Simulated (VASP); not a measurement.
Runs of VASP 6.6.1 on CsIr2. The structure is that of space group Fd-3m (No. 227), or close to it. The cells are those of the table. 

```csv
task,cell,k mesh,cutoff (eV),gap on the mesh (eV),pressure (GPa),relaxed volume (Å³/atom)
single point,"a = 5.665 Å, angles 60.0°, 6 atoms",8 × 8 × 8,520,none,0.7,-
relaxation of cell and atoms,"relaxed from a = 5.908 Å, angles 60.0°, 6 atoms",4 × 4 × 4,600,none,-0.1,21.62
single point,"a = 5.908 Å, angles 60.0°, 6 atoms",4 × 4 × 4,520,none,-8.9,-
single point,"a = 5.668 Å, angles 60.0°, 6 atoms",4 × 4 × 4,520,none,(b),-
relaxation of cell and atoms,"relaxed from a = 5.668 Å, angles 60.0°, 6 atoms",8 × 8 × 8,600,none,0.0,(a)
```

Alike in all rows: level PBE; potentials or basis VASP PAW PBE potentials, release 64 (Cs_sv, Ir); no spin polarisation; smearing gaussian 0.1 eV.

Q: Estimate the missing entries.

A: (a) 21.57; (b) 0.6.

Caveats: spin-orbit coupling is left out, which moves the levels of the heavy elements; the cell stands under tension (at least some runs).

A k mesh can miss the band edges, and the runs leave out spin-orbit coupling on Cs, Ir.

A gap of «none» marks levels without a gap at the run's occupations.
